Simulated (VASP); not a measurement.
# Sc (Im-3m) in VASP: further runs, part 2 of 2

VASP 6.6.1. Earlier steps stand in the parts before.

## (7) Single point, PBEsol

Input file INCAR:

```
PREC = Accurate ; ENCUT = 520
EDIFF = 1E-6 ; ISMEAR = -1
SIGMA = 0.1 ; LREAL = F
LASPH = T ; NELM = 80
ALGO = Normal ; ISIF = 2
LWAVE = F ; LCHARG = T
GGA = PS ; LELF = T
LVHAR = T ; NBANDS = 12
```

Input file KPOINTS:

```
Automatic mesh
0
Gamma
  20 20 20
```

Input file POSCAR:

```
Sc
1.0
   -1.8156359731      1.8156359731      1.8156359731
    1.8156359731     -1.8156359731      1.8156359731
    1.8156359731      1.8156359731     -1.8156359731
Sc
1
Direct
    0.0000000000      0.0000000000      0.0000000000
```

Potentials or basis: VASP PAW PBE potentials, release 64 (Sc_sv).

Run with:

```
$ cat potpaw_PBE.64/Sc_sv/POTCAR > POTCAR
$ mpirun -np 1 vasp_std > vasp.out
```

OUTCAR:

```text
PREC = Accurate
   ENCUT = 520
   EDIFF = 1E-6
   ISMEAR = -1
   LREAL = F
   LASPH = T
   NELM = 80
   ISIF = 2
   GGA = PS

 ion  position               nearest neighbor table
   1  0.000  0.000  0.000-

  LATTYP: Found a body centered cubic cell.
 ALAT       =     3.6312719462

  Lattice vectors:

 A1 = (  -1.8156359731,   1.8156359731,   1.8156359731)
 A2 = (   1.8156359731,  -1.8156359731,   1.8156359731)
 A3 = (   1.8156359731,   1.8156359731,  -1.8156359731)

Analysis of symmetry for initial positions (statically):
=====================================================================
 Subroutine PRICEL returns:
 Original cell was already a primitive cell.

 Routine SETGRP: Setting up the symmetry group for a
 body centered cubic supercell.

 Subroutine GETGRP returns: Found 48 space group operations
 (whereof 48 operations were pure point group operations)
 out of a pool of 48 trial point group operations.

The static configuration has the point symmetry O_h .

Analysis of symmetry for dynamics (positions and initial velocities):
=====================================================================
 Subroutine PRICEL returns:
 Original cell was already a primitive cell.

 Routine SETGRP: Setting up the symmetry group for a
 body centered cubic supercell.

 Subroutine GETGRP returns: Found 48 space group operations
 (whereof 48 operations were pure point group operations)
 out of a pool of 48 trial point group operations.

The dynamic configuration has the point symmetry O_h .

 Subroutine INISYM returns: Found 48 space group operations
 (whereof 48 operations are pure point group operations),
 and found     1 'primitive' translations

----------------------------------------------------------------------------------------

                                     Primitive cell

  volume of cell :      23.9412

  direct lattice vectors                    reciprocal lattice vectors
    -1.815635973  1.815635973  1.815635973     0.000000000  0.275385599  0.275385599
     1.815635973 -1.815635973  1.815635973     0.275385599  0.000000000  0.275385599
     1.815635973  1.815635973 -1.815635973     0.275385599  0.275385599  0.000000000

  length of vectors
     3.144773753  3.144773753  3.144773753     0.389454049  0.389454049  0.389454049

  position of ions in fractional coordinates (direct lattice)
     0.000000000  0.000000000  0.000000000

  ion indices of the primitive-cell ions
   primitive index   ion index
                 1           1

----------------------------------------------------------------------------------------

 KPOINTS: Automatic mesh

Automatic generation of k-mesh.
 Grid dimensions read from file:
 generate k-points for:   20   20   20

 Generating k-lattice:

  Cartesian coordinates                     Fractional coordinates (reciprocal lattice)
     0.000000000  0.013769280  0.013769280     0.050000000  0.000000000  0.000000000
     0.013769280  0.000000000  0.013769280     0.000000000  0.050000000  0.000000000
     0.013769280  0.013769280  0.000000000     0.000000000  0.000000000  0.050000000

  Length of vectors
     0.019472702  0.019472702  0.019472702

  Shift w.r.t. Gamma in fractional coordinates (k-lattice)
     0.000000000  0.000000000  0.000000000

 Subroutine IBZKPT returns following result:
 ===========================================

 Found    256 irreducible k-points:

 Following reciprocal coordinates:
            Coordinates               Weight
  0.000000  0.000000  0.000000      1.000000
  0.050000  0.000000  0.000000     12.000000
  0.100000  0.000000  0.000000     12.000000
  0.150000  0.000000  0.000000     12.000000
  0.200000  0.000000  0.000000     12.000000
  0.250000  0.000000  0.000000     12.000000
[... 16 lines left out ...]
  0.200000  0.100000 -0.000000     48.000000
  0.250000  0.100000  0.000000     48.000000
 [... further k-points ...]
   k-points           NKPTS =    256   k-points in BZ     NKDIM =    256   number of bands    NBANDS=     12
   number of dos      NEDOS =    301   number of ions     NIONS =      1
   total plane-waves  NPLWV =  13824
   dimension x,y,z NGX =    24 NGY =   24 NGZ =   24
   dimension x,y,z NGXF=    48 NGYF=   48 NGZF=   48
   ions per type =               1
   NGX,Y,Z   is equivalent  to a cutoff of  12.69, 12.69, 12.69 a.u.
   NGXF,Y,Z  is equivalent  to a cutoff of  25.37, 25.37, 25.37 a.u.
 SYSTEM =  unknown system
   PREC   = accura    normal or accurate (medium, high low for compatibility)
   ISTART =      0    job   : 0-new  1-cont  2-samecut
   ICHARG =      2    charge: 1-file 2-atom 10-const
   ISPIN  =      1    spin polarized calculation?
   LNONCOLLINEAR =      F non collinear calculations
   LSORBIT =      F    spin-orbit coupling
   LASPH  =      T    aspherical Exc in radial PAW
   ENCUT  =  520.0 eV  38.22 Ry    6.18 a.u.   5.85  5.85  5.85*2*pi/ulx,y,z
   NELM   =     80;   NELMIN=  2; NELMDL= -5     # of ELM steps
   EDIFF  = 0.1E-05   stopping-criterion for ELM
   LREAL  =      F    real-space projection
   EDIFFG = 0.1E-04   stopping-criterion for IOM
   NSW    =      0    number of steps for IOM
   IBRION =     -1    ionic relax: 0-MD 1-quasi-New 2-CG
   NFREE  =      0    steps in history (QN), initial steepest desc. (CG)
   ISIF   =      2    stress and relaxation
   ISYM   =      2    0-nonsym 1-usesym 2-fastsym
   POTIM  = 0.5000    time-step for ionic-motion
   TEBEG  =    0.0;   TEEND  =   0.0 temperature during run
   PSTRESS=    0.0 pullay stress
   NELECT =      11.0000    total number of electrons
   NUPDOWN=      -1.0000    fix difference up-down
   EMIN   =  10.00;   EMAX   =-10.00  energy-range for DOS
   EFERMI =   0.00;   METHOD = LEGACY
   ISMEAR =    -1;   SIGMA  =   0.10  broadening in eV -4-tet -1-fermi 0-gaus
   EFERMI_NEDOS =   21; number of points for ismear=-14 and -15
   IALGO  =     38    algorithm
   IMIX   =      4    mixing-type and parameters
     AMIX     =   0.40;   BMIX     =  1.00
     AMIX_MAG =   1.60;   BMIX_MAG =  1.00
  volume/ion in A,a.u.               =      23.94       161.56
  Fermi-wavevector in a.u.,A,eV,Ry     =   1.263253  2.387202 21.712282  1.595808
  Thomas-Fermi vector in A             =   2.396619
   LORBIT       =      0    0 simple, 1 ext, 2 COOP (PROOUT), +10 PAW based schemes
   GGA     = PS    functional components
   LHFCALC =     F    Hartree Fock is set to
   AEXX    =    0.0000 exact exchange contribution
   IVDW    =     0    specifies the selected vdW correction
   LEPSILON=     F    determine dielectric tensor
   LRPA    =     F    only Hartree local field effects (RPA)
 non-spin polarized calculation
  energy-cutoff  :      520.00
  volume of cell :       23.94
 maximum number of plane-waves:       682
   NGX = 11   NGY = 11   NGZ = 11

 number of electron      11.0000004 magnetization

 Free energy of the ion-electron system (eV)
  ---------------------------------------------------
  ext. energy  EPLUGINS =         0.00000000
  ---------------------------------------------------
  free energy    TOTEN  =        -6.53474990 eV

  energy without entropy =       -6.45575161  energy(sigma->0) =       -6.49525075

 E-fermi :   3.8571     XC(G=0): -10.1126

 val. band max:        3.8570630302   @ k =   0.3500   0.1500   0.1500
 cond. band min:       3.8574518386   @ k =   0.3000   0.1500   0.1000
 fundamental gap:      0.0003888084
 Fermi energy:         3.8570854763

 k-point     1 :       0.0000    0.0000    0.0000
  band No.  band energies     occupation
      1     -45.4258      2.00000
      2     -23.9027      2.00000
      3     -23.9027      2.00000
      4     -23.9027      2.00000
      5      -1.4416      2.00000
      6       5.3444      0.00000
      7       5.3444      0.00000
      8       5.3444      0.00000
      9       6.8361      0.00000
     10       6.8361      0.00000
     11      18.1675      0.00000
     12      18.1675      0.00000

 k-point     2 :       0.0500    0.0000    0.0000
  band No.  band energies     occupation
      1     -45.4241      2.00000
      2     -23.9140      2.00000
      3     -23.9062      2.00000
      4     -23.9028      2.00000
      5      -1.3724      2.00000
      6       5.3090      0.00000
      7       5.3322      0.00000
      8       5.3962      0.00000
      9       6.7929      0.00000
     10       6.8379      0.00000
     11      18.0705      0.00000
     12      18.1652      0.00000
[... 316 lines left out ...]
 k-point    24 :       0.2500    0.1000    0.0000
  band No.  band energies     occupation
      1     -45.3749      2.00000
      2     -24.2007      2.00000
      3     -24.0000      2.00000
      4     -23.9191      2.00000
      5       0.8578      2.00000
      6       4.3642      0.01247
      7       4.4945      0.00340
      8       6.5429      0.00000
      9       7.0694      0.00000
     10       7.1561      0.00000
     11      13.9840      0.00000
     12      15.6554      0.00000

 [... further k-points ...]
[... 5 lines left out ...]
  --------------------------------------------------------------------------------------
  -------------------------------------------------------------------------------------
  Total        0.0010415      0.0010415      0.0010415      0.0000000      0.0000000     -0.0000000
  in kB        0.0696969      0.0696969      0.0696969      0.0000000      0.0000000     -0.0000000
  external PRESSURE =       0.0696969 kB  Pullay stress =       0.0000000 kB

 VOLUME and BASIS-vectors are now :
 -----------------------------------------------------------------------------
  energy-cutoff  :      520.00
  volume of cell :       23.94
      direct lattice vectors                 reciprocal lattice vectors
    -1.815635973  1.815635973  1.815635973     0.000000000  0.275385599  0.275385599
     1.815635973 -1.815635973  1.815635973     0.275385599  0.000000000  0.275385599
     1.815635973  1.815635973 -1.815635973     0.275385599  0.275385599  0.000000000

 POSITION                                       TOTAL-FORCE (eV/Angst)
 -----------------------------------------------------------------------------------
      0.00000      0.00000      0.00000         0.000000     -0.000000      0.000000
 -----------------------------------------------------------------------------------
    total drift:                                0.000000      0.000000      0.000000

  FREE ENERGIE OF THE ION-ELECTRON SYSTEM (eV)
  ---------------------------------------------------
  free  energy   TOTEN  =        -6.5347498952 eV

  energy  without entropy=       -6.4557516085  energy(sigma->0) =       -6.49525075
```

OSZICAR:

```text
N       E                     dE             d eps       ncg     rms          rms(c)
DAV:   1     0.723212477072E+02    0.72321E+02   -0.50521E+03  6168   0.894E+02
DAV:   2    -0.594501453196E+01   -0.78266E+02   -0.76727E+02  6156   0.284E+02
DAV:   3    -0.732340110416E+01   -0.13784E+01   -0.13502E+01  8140   0.493E+01
DAV:   4    -0.734664146469E+01   -0.23240E-01   -0.23216E-01  7636   0.513E+00
DAV:   5    -0.734697861403E+01   -0.33715E-03   -0.33715E-03  8036   0.596E-01    0.568E+00
DAV:   6    -0.663030385438E+01    0.71667E+00   -0.10001E+00  9276   0.147E+01    0.166E+00
DAV:   7    -0.654124149465E+01    0.89062E-01   -0.20688E-01  9596   0.603E+00    0.603E-01
DAV:   8    -0.653572358184E+01    0.55179E-02   -0.18202E-02  6584   0.202E+00    0.209E-01
DAV:   9    -0.653475177983E+01    0.97180E-03   -0.32577E-03  8784   0.831E-01    0.257E-02
DAV:  10    -0.653475162647E+01    0.15336E-06   -0.78035E-05  9408   0.113E-01    0.921E-03
DAV:  11    -0.653474972138E+01    0.19051E-05   -0.50307E-06  9316   0.328E-02    0.869E-04
DAV:  12    -0.653474989515E+01   -0.17377E-06   -0.36051E-08  3300   0.229E-03
   1 F= -.65347499E+01 E0= -.64952508E+01  d E =-.789983E-01
```

Wall time 33 s (1 thread of Intel Xeon Platinum 8259CL at 2.50GHz (Skylake/Cascade Lake), shared host); peak memory 0.19 GiB.

What came out:

```yaml
Free_energy: -6.5347 eV
Pressure: 0.0 GPa
```

Caveat: the PAW data sets were made with another functional, which shifts forces and pressure a little.

## (8) The runs side by side

| task | cell | k mesh | cutoff (eV) | gap on the mesh (eV) | pressure (GPa) |
| --- | --- | --- | --- | --- | --- |
| single point | a = 3.145 Å, angles 109.5°, 1 atom | 14 × 14 × 14 | 520 | none | 0.0 |
| single point | a = 3.186 Å, angles 109.5°, 1 atom | 14 × 14 × 14 | 520 | none | -2.0 |
| single point | a = 3.226 Å, angles 109.5°, 1 atom | 14 × 14 × 14 | 520 | none | -3.7 |
| single point | a = 3.266 Å, angles 109.5°, 1 atom | 14 × 14 × 14 | 520 | none | -5.2 |
| relaxation of cell and atoms | relaxed from a = 3.191 Å, angles 109.5°, 1 atom | 12 × 12 × 12 | 600 | none | 0.0 |
| single point | a = 3.145 Å, angles 109.5°, 1 atom | 20 × 20 × 20 | 520 | none | 0.0 |

Alike in all rows: level PBEsol; potentials or basis VASP PAW PBE potentials, release 64 (Sc_sv); no spin polarisation; smearing fermi-dirac 0.1 eV.

Caveats: the PAW data sets were made with another functional, which shifts forces and pressure a little.

Absolute energies hang on the potentials; compare differences alone.
